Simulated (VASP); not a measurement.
Cu:

```
Cu
1.0
     0.00000    1.81947    1.81947
     1.81947    0.00000    1.81947
     1.81947    1.81947    0.00000
Cu
1
Direct
  0.00000 0.00000 0.00000
```

Base run:

| Quantity | Value |
| --- | --- |
| Program | VASP 6.6.1 |
| Functional | PBEsol |
| Dispersion | D3(BJ) |
| Potentials or basis | VASP PAW PBE potentials, release 64 (Cu) |
| Cutoff | 600 eV |
| k mesh | 13 × 13 × 13 |
| Occupations | fermi-dirac, width 0.05 eV |
| Spin | no spin polarisation |

Its results: pressure -15.3 GPa.

**Question.** The run is repeated on the same cell with these changes: dispersion from D3(BJ) to none; cutoff from 600 eV to 520 eV. What comes out?

**Answer.** Pressure -8.4 GPa.

Caveats: the PAW data sets were made with another functional, which shifts forces and pressure a little; pairwise dispersion overbinds metals, which lowers pressure and volume (some runs).
